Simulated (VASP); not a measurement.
The system is NaB12.

```xyz
13
Lattice="0.0000 3.6805 3.6805 3.6805 0.0000 3.6805 3.6805 3.6805 0.0000" Properties=species:S:1:pos:R:3 pbc="T T T"
Na    0.0000    0.0000    0.0000
B     2.4381    4.9230    3.6805
B     4.9230    2.4381    3.6805
B     3.6805    2.4381    4.9230
B     3.6805    2.4381    2.4381
B     4.9230    4.9230    3.6805
B     2.4381    2.4381    3.6805
B     4.9230    3.6805    4.9230
B     4.9230    3.6805    2.4381
B     3.6805    4.9230    4.9230
B     2.4381    3.6805    2.4381
B     2.4381    3.6805    4.9230
B     3.6805    4.9230    2.4381
```

The cell was generated, and may not be a known phase.

| Property | Result |
| --- | --- |
| Program | VASP 6.6.1 |
| Task | relaxation of cell and atoms |
| Functional | PBE |
| Potentials or basis | VASP PAW PBE potentials, release 64 (Na_pv, B) |
| Cutoff | 600 eV |
| k mesh | 4 × 4 × 4 |
| Occupations | gaussian, width 0.1 eV |
| Spin | no spin polarisation |

At the start: pressure 9.6 GPa; volume 7.67 Å³/atom.

How do energy, volume and symmetry change on relaxing?

Over 3 steps the energy falls by 11.7 meV/atom and the volume is 8.04 Å³/atom (+4.8 %); space group Fm-3m (No. 225, to 0.1 Å) before and after.

The path:
| step | energy change (eV) | largest force (eV/Å) | pressure (GPa) | volume (Å³) |
| --- | --- | --- | --- | --- |
| 1 | 0.0000 | 0.2679 | 9.57 | 99.72 |
| 2 | -0.1284 | 0.1175 | -3.23 | 106.48 |
| 3 | -0.1515 | 0.0281 | 0.12 | 104.50 |

Final structure:
```
CELL_PARAMETERS angstrom
0.00000 3.73843 3.73843
3.73843 0.00000 3.73843
3.73843 3.73843 0.00000
ATOMIC_POSITIONS crystal
Na 0.00000 0.00000 0.00000
B 0.83579 0.16421 0.50000
B 0.16421 0.83579 0.50000
B 0.50000 0.83579 0.16421
B 0.16421 0.50000 0.50000
B 0.50000 0.50000 0.83579
B 0.50000 0.50000 0.16421
B 0.50000 0.83579 0.50000
B 0.16421 0.50000 0.83579
B 0.83579 0.50000 0.50000
B 0.50000 0.16421 0.50000
B 0.83579 0.50000 0.16421
B 0.50000 0.16421 0.83579
```

Caveat: the k points lie up to 0.36 Å⁻¹ apart in the final cell, too coarse for converged energies and pressures of a metal.
